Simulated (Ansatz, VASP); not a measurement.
# GaP: VASP beside Ansatz

File INCAR:

```
PREC     = Accurate       # precision mode
ENCUT    = 520            # plane-wave cutoff, eV
EDIFF    = 1E-6           # SCF threshold, eV
ISMEAR   = 0              # smearing method
SIGMA    = 0.05           # smearing width, eV
LREAL    = F              # projectors in reciprocal space
LASPH    = T              # aspherical terms in the spheres
NELM     = 80             # most SCF steps
ALGO     = Normal         # electronic algorithm
ISIF     = 2              # what is computed and relaxed
LWAVE    = F              # write WAVECAR
LCHARG   = F              # write CHGCAR
GGA      = CA             # functional
NBANDS   = 26             # bands
```

Contents of KPOINTS:

```
Automatic mesh
0
Gamma
  12 12 12
```

File POSCAR:

```
GaP
1.0
    2.0984563895      1.2115443614      6.1735776963
   -2.0984563895      1.2115443614      6.1735776963
    0.0000000000     -2.4230887228      6.1735776963
Ga P
2 2
Direct
    0.4353720000      0.4353720000      0.4353720000
    0.5646280000      0.5646280000      0.5646280000
    0.0573890000      0.0573890000      0.0573890000
    0.9426110000      0.9426110000      0.9426110000
```

Input for Ansatz:

```yaml
crystal:
  lattice:
    - [2.0984563895, 1.2115443614, 6.1735776963]
    - [-2.0984563895, 1.2115443614, 6.1735776963]
    - [0.0, -2.4230887228, 6.1735776963]
  atoms:
    - { symbol: Ga, position: [0.435372, 0.435372, 0.435372] }
    - { symbol: Ga, position: [0.564628, 0.564628, 0.564628] }
    - { symbol: P, position: [0.057389, 0.057389, 0.057389] }
    - { symbol: P, position: [0.942611, 0.942611, 0.942611] }
basis:
  ecutwfc: 420
kpoints:
  mp_grid: { grid: [12, 12, 12] }
hamiltonian:
  xc: lda
scf:
  occupations: { method: gaussian, width: 0.05 }
output:
  forces: true
  stress: true
  eigenvalues: true
```

Change from the starting cell: strain +0.080 along x and y, -0.040 along z, atoms carried along.

Alike in both runs: task single point; functional LDA; k mesh 12 × 12 × 12; occupations gaussian, width 0.05 eV; no spin polarisation.

|  | VASP | Ansatz |
| --- | --- | --- |
| version | VASP 6.6.1 | Ansatz 0.2.0 |
| potentials or method | VASP PAW LDA potentials, release 64 (Ga_d, P), cutoff 520 eV | scalar-relativistic, plane waves, PAW |
| valence electrons in the cell | 36 | 36 |

VASP gave:

- gap on the k mesh at the Fermi level (eV): none
- pressure (GPa): -7.6
- traceless stress, the component that is largest in VASP (GPa): 10.31
- rms of the force components (eV/Å): 0.529

Estimate Ansatz's values.

gap on the k mesh at the Fermi level (eV): none; pressure (GPa): -7.6; traceless stress, the component that is largest in VASP (GPa): 10.35; rms of the force components (eV/Å): 0.544.

LDA's correlation is that of Perdew and Zunger in VASP and of Perdew and Wang (1992) in Ansatz. Atom by atom the forces differ by 0.019 eV/Å (rms over components). A gap of «none» marks a metal or a gap that the smearing closes.
